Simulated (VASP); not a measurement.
# Al2Cu (P4/mmm) in VASP: notebook

The runs below take Al2Cu through single point, with PBEsol.

Program: VASP 6.6.1. These are calculated values, not measurements. Logs are shortened: lines on timing, memory, paths and dates and some standing lists are left out, and cuts for length are marked.

### Step 1. The cell of the first run

It takes space group P4/mmm (No. 123, tetragonal). The conventional cell has a = 4.105 Å, b = 4.105 Å, c = 2.891 Å, α = 90.00°, β = 90.00°, γ = 90.00°. Al (site symmetry mmm) has 4 Cu at 2.51 Å and 6 Al at 2.89 to 2.90 Å within 3.3 Å. Cu (site symmetry 4/mmm) has 8 Al at 2.51 Å and 2 Cu at 2.89 Å within 3.3 Å.

### Step 2. Single point, PBEsol

File INCAR:

```
SYSTEM = Al2Cu
PREC     = Accurate       ! precision mode
ENCUT    = 520            ! plane-wave cutoff, eV
EDIFF    = 1E-7           ! SCF threshold, eV
ISMEAR   = 0              ! smearing method
SIGMA    = 0.1            ! smearing width, eV
LREAL    = .FALSE.        ! projectors in reciprocal space
LASPH    = .TRUE.         ! aspherical terms in the spheres
NELM     = 80             ! most SCF steps
ALGO     = Fast           ! electronic algorithm
ISIF     = 2              ! what is computed and relaxed
LWAVE    = .FALSE.        ! write WAVECAR
LCHARG   = .TRUE.         ! write CHGCAR
GGA      = PS             ! functional
LELF     = .TRUE.         ! ELF
LVHAR    = .TRUE.       
NBANDS   = 16             ! bands
```

File KPOINTS:

```
Automatic mesh
0
G
  12 12 16
  0 0 0
```

File POSCAR:

```
Al2Cu
1.0
    4.1051820000      0.0000000000      0.0000000000
    0.0000000000      4.1051820000      0.0000000000
    0.0000000000      0.0000000000      2.8913130000
Al Cu
2 1
Direct
    0.5000000000      0.0000000000      0.5000000000
    0.0000000000      0.5000000000      0.5000000000
    0.0000000000      0.0000000000      0.0000000000
```

Potentials or basis: VASP PAW PBE potentials, release 64 (Al, Cu).

The run is started by

```
$ cat potpaw_PBE.64/Al/POTCAR potpaw_PBE.64/Cu/POTCAR > POTCAR
$ mpirun -np 1 vasp_std > vasp.out
```

OUTCAR:

```text
SYSTEM = Al2Cu
   PREC = Accurate
   ENCUT = 520
   EDIFF = 1E-7
   ISMEAR = 0
   LREAL = .FALSE.
   LASPH = .TRUE.
   NELM = 80
   ISIF = 2
   GGA = PS

 ion  position               nearest neighbor table
   1  0.500  0.000  0.500-   3 2.51   3 2.51   3 2.51   3 2.51   2 2.90   2 2.90   2 2.90   2 2.90

   2  0.000  0.500  0.500-   3 2.51   3 2.51   3 2.51   3 2.51   1 2.90   1 2.90   1 2.90   1 2.90

   3  0.000  0.000  0.000-   1 2.51   2 2.51   1 2.51   2 2.51   2 2.51   2 2.51   1 2.51   1 2.51

  LATTYP: Found a simple tetragonal cell.
 ALAT       =     4.1051820000
 C/A-ratio  =     0.7043081159

  Lattice vectors:

 A1 = (   4.1051820000,   0.0000000000,   0.0000000000)
 A2 = (   0.0000000000,   4.1051820000,   0.0000000000)
 A3 = (   0.0000000000,   0.0000000000,   2.8913130000)

Analysis of symmetry for initial positions (statically):
=====================================================================
 Subroutine PRICEL returns:
 Original cell was already a primitive cell.

 Routine SETGRP: Setting up the symmetry group for a
 simple tetragonal supercell.

 Subroutine GETGRP returns: Found 16 space group operations
 (whereof 16 operations were pure point group operations)
 out of a pool of 16 trial point group operations.

The static configuration has the point symmetry D_4h.

Analysis of symmetry for dynamics (positions and initial velocities):
=====================================================================
 Subroutine PRICEL returns:
 Original cell was already a primitive cell.

 Routine SETGRP: Setting up the symmetry group for a
 simple tetragonal supercell.

 Subroutine GETGRP returns: Found 16 space group operations
 (whereof 16 operations were pure point group operations)
 out of a pool of 16 trial point group operations.

The dynamic configuration has the point symmetry D_4h.

 Subroutine INISYM returns: Found 16 space group operations
 (whereof 16 operations are pure point group operations),
 and found     1 'primitive' translations

----------------------------------------------------------------------------------------

                                     Primitive cell

  volume of cell :      48.7259

  direct lattice vectors                    reciprocal lattice vectors
     4.105182000  0.000000000  0.000000000     0.243594559  0.000000000  0.000000000
[... 82 lines left out ...]
   ISPIN  =      1    spin polarized calculation?
   LNONCOLLINEAR =      F non collinear calculations
   LSORBIT =      F    spin-orbit coupling
   LASPH  =      T    aspherical Exc in radial PAW
   ENCUT  =  520.0 eV  38.22 Ry    6.18 a.u.   7.63  7.63  5.38*2*pi/ulx,y,z
   NELM   =     80;   NELMIN=  2; NELMDL= -5     # of ELM steps
   EDIFF  = 0.1E-06   stopping-criterion for ELM
   LREAL  =      F    real-space projection
   EDIFFG = 0.1E-05   stopping-criterion for IOM
   NSW    =      0    number of steps for IOM
   IBRION =     -1    ionic relax: 0-MD 1-quasi-New 2-CG
   NFREE  =      0    steps in history (QN), initial steepest desc. (CG)
   ISIF   =      2    stress and relaxation
   ISYM   =      2    0-nonsym 1-usesym 2-fastsym
   POTIM  = 0.5000    time-step for ionic-motion
   TEBEG  =    0.0;   TEEND  =   0.0 temperature during run
   PSTRESS=    0.0 pullay stress
   NELECT =      17.0000    total number of electrons
   NUPDOWN=      -1.0000    fix difference up-down
   EMIN   =  10.00;   EMAX   =-10.00  energy-range for DOS
   EFERMI =   0.00;   METHOD = LEGACY
   ISMEAR =     0;   SIGMA  =   0.10  broadening in eV -4-tet -1-fermi 0-gaus
   EFERMI_NEDOS =   21; number of points for ismear=-14 and -15
   IALGO  =     68    algorithm
   IMIX   =      4    mixing-type and parameters
     AMIX     =   0.40;   BMIX     =  1.00
     AMIX_MAG =   1.60;   BMIX_MAG =  1.00
  volume/ion in A,a.u.               =      16.24       109.61
  Fermi-wavevector in a.u.,A,eV,Ry     =   1.152492  2.177894 18.071765  1.328237
  Thomas-Fermi vector in A             =   2.289142
   LORBIT       =      0    0 simple, 1 ext, 2 COOP (PROOUT), +10 PAW based schemes
   GGA     = PS    functional components
   LHFCALC =     F    Hartree Fock is set to
   AEXX    =    0.0000 exact exchange contribution
   IVDW    =     0    specifies the selected vdW correction
   LEPSILON=     F    determine dielectric tensor
   LRPA    =     F    only Hartree local field effects (RPA)
 non-spin polarized calculation
 RMM-DIIS sequential band-by-band and
 Gauss-broadening in eV      SIGMA  =   0.10
  energy-cutoff  :      520.00
  volume of cell :       48.73
 maximum number of plane-waves:      1339
 NGX is ok and might be reduce to    32
   NGX = 15   NGY = 15   NGZ = 11

 number of electron      16.9999979 magnetization

 Free energy of the ion-electron system (eV)
  ---------------------------------------------------
  ext. energy  EPLUGINS =         0.00000000
  ---------------------------------------------------
  free energy    TOTEN  =       -12.55965408 eV

  energy without entropy =      -12.55492249  energy(sigma->0) =      -12.55728829

 E-fermi :   7.0129     XC(G=0): -10.4870

 val. band max:        7.0121139612   @ k =   0.5000   0.0833   0.3125
 cond. band min:       7.0135154994   @ k =   0.3333   0.0833   0.3125
 fundamental gap:      0.0014015382
 Fermi energy:         7.0129051089

 k-point     1 :       0.0000    0.0000    0.0000
  band No.  band energies     occupation
      1      -3.4650      2.00000
      2       1.6583      2.00000
      3       2.1669      2.00000
      4       2.8251      2.00000
      5       3.0099      2.00000
      6       3.0099      2.00000
[... 433 lines left out ...]
      3       1.4245      2.00000
      4       2.2125      2.00000
      5       2.7823      2.00000
      6       2.9849      2.00000
[... 8 lines left out ...]
     15      17.1150      0.00000
     16      18.2516      0.00000

 [... further k-points ...]
[... 5 lines left out ...]
  --------------------------------------------------------------------------------------
  -------------------------------------------------------------------------------------
  Total       -0.4934849     -0.4934849     -1.0429221      0.0000000     -0.0000000      0.0000000
  in kB      -16.2264886    -16.2264886    -34.2927650      0.0000000     -0.0000000      0.0000000
  external PRESSURE =     -22.2485807 kB  Pullay stress =       0.0000000 kB

 VOLUME and BASIS-vectors are now :
 -----------------------------------------------------------------------------
  energy-cutoff  :      520.00
  volume of cell :       48.73
      direct lattice vectors                 reciprocal lattice vectors
     4.105182000  0.000000000  0.000000000     0.243594559  0.000000000  0.000000000
     0.000000000  4.105182000  0.000000000     0.000000000  0.243594559  0.000000000
     0.000000000  0.000000000  2.891313000     0.000000000  0.000000000  0.345863627

 POSITION                                       TOTAL-FORCE (eV/Angst)
 -----------------------------------------------------------------------------------
      2.05259      0.00000      1.44566         0.000000      0.000000      0.000000
      0.00000      2.05259      1.44566         0.000000      0.000000      0.000000
      0.00000      0.00000      0.00000         0.000000      0.000000      0.000000
 -----------------------------------------------------------------------------------
    total drift:                                0.000000     -0.000000      0.000000

  FREE ENERGIE OF THE ION-ELECTRON SYSTEM (eV)
  ---------------------------------------------------
  free  energy   TOTEN  =       -12.5596540828 eV

  energy  without entropy=      -12.5549224913  energy(sigma->0) =      -12.55728829
```

Run time: 5.2 min. Hardware: 1 thread of Intel Xeon 8259CL, shared host; peak memory 0.31 GiB.

Results:

- Free energy: -12.5597 eV
- Pressure: -2.2 GPa
- Band gap on the k mesh: zero (an odd number of electrons rules out a gap without spin polarisation)

Stress tensor (GPa, compression positive):
```
-1.62  0.00  0.00
 0.00 -1.62  0.00
 0.00  0.00 -3.43
```

Caveat: the PAW data sets were made with another functional, which shifts forces and pressure a little.

[end of part 1 of 3]
